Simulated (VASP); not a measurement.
Set up this calculation in VASP 6.6.1, as the native input.

| Item | Value |
| --- | --- |
| Task | single point |
| Functional | PBE |
| Potentials or basis | VASP PAW PBE potentials, release 64 (La, H) |
| Cutoff | 500 eV |
| k mesh | 5 × 6 × 6 |
| Occupations | gaussian, width 0.2 eV |
| Spin | no spin polarisation |
| Dipole correction | no |
| Further INCAR settings | ALGO = Normal; EDIFF = 1e-06; NBANDS = 13 |

The structure of LaH lies in POSCAR:

```
LaH
1.0
    3.7373226662      0.0000000000      0.0000000000
    0.0000000000      2.4014613150      2.3971948228
    0.0000000000     -2.4014613150      2.3971948228
La H
1 1
Direct
    0.5000000000      0.9414878658      0.9414878658
    0.5000000000      0.4414923242      0.4414923242
```

These files were run (other wordings do the same):

INCAR

```
SYSTEM = LaH
ALGO     = Normal         ! electronic algorithm
EDIFF    = 1E-6           ! SCF threshold, eV
ENCUT    = 500            ! plane-wave cutoff, eV
GGA      = PE             ! functional
GGA_COMPAT= .False.      
ISIF     = 2              ! what is computed and relaxed
ISMEAR   = 0              ! smearing method
LASPH    = .True.         ! aspherical terms in the spheres
LCHARG   = .True.         ! write CHGCAR
LELF     = .True.         ! ELF
LMAXMIX  = 6              ! l up to which the mixer works
LREAL    = .False.        ! projectors in reciprocal space
LVHAR    = .True.       
LWAVE    = .False.        ! write WAVECAR
NBANDS   = 13             ! bands
NELM     = 200            ! most SCF steps
PREC     = Accurate       ! precision mode
SIGMA    = 0.2            ! smearing width, eV
```

KPOINTS

```
k-points
0
Gamma
  5 6 6
  0 0 0
```

Potentials or basis: VASP PAW PBE potentials, release 64 (La, H).

Launch:

```sh
$ cat potpaw_PBE.64/La/POTCAR potpaw_PBE.64/H/POTCAR > POTCAR
$ mpirun -np 1 vasp_std > vasp.out
```

Results of the run:

- Pressure: 0.0 GPa
- Band gap on the k mesh: zero (band 6 reaches 7.61 eV, above the bottom of band 7 at 5.66 eV)

Caveat: spin-orbit coupling is left out, which moves the levels of the heavy elements.

It took 9.8 s on 1 thread of Intel(R) Xeon(R) 6975P-C (Granite Rapids), with other jobs on the host, peak memory 0.17 GiB.
